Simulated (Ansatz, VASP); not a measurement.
# LaHfO: VASP beside Ansatz

```
La Hf O
1.0
     4.03911    0.00000    0.00000
     0.00000    4.03911    0.00000
     0.00000    0.00000    8.80226
La Hf O
2 2 2
Direct
  0.00000 0.50000 0.85922
  0.50000 0.00000 0.14078
  0.50000 0.00000 0.54539
  0.00000 0.50000 0.45461
  0.00000 0.00000 0.00000
  0.50000 0.50000 0.00000
```

Change from the starting cell: species swapped into the GdClO type (P4/nmm, No. 129).

Alike in both runs: functional PBE; k mesh 4 × 4 × 4; occupations gaussian, width 0.1 eV; no spin polarisation.

Ansatz relaxed the structure, and its values are those at the end. VASP's run is a single point on that final structure, the one shown.

```csv
,VASP,Ansatz
version,VASP 6.6.1,Ansatz 0.2.0
potentials or method,"VASP PAW PBE potentials, release 64 (La, Hf_pv, O), cutoff 520 eV","scalar-relativistic, plane waves, PAW"
valence electrons in the cell,54,86
```

VASP gave:

| Item | Value |
| --- | --- |
| gap on the k mesh at the Fermi level (eV) | none |
| pressure (GPa) | -0.1 |
| rms of the force components (eV/Å) | 0.008 |

What did Ansatz give for the same quantities?

gap on the k mesh at the Fermi level (eV): none; pressure (GPa): 0.2; rms of the force components (eV/Å): 0.003.

A gap of «none» marks a metal or a gap that the smearing closes. With one functional, cell and mesh, what is left measures potentials, basis and numerics. VASP's potentials hold 54 valence electrons a cell and Ansatz's 86, so a difference there can come from the potentials and not from the codes.

The k mesh is coarse, so the values compare programs but aren't converged. Spin-orbit coupling is off throughout.
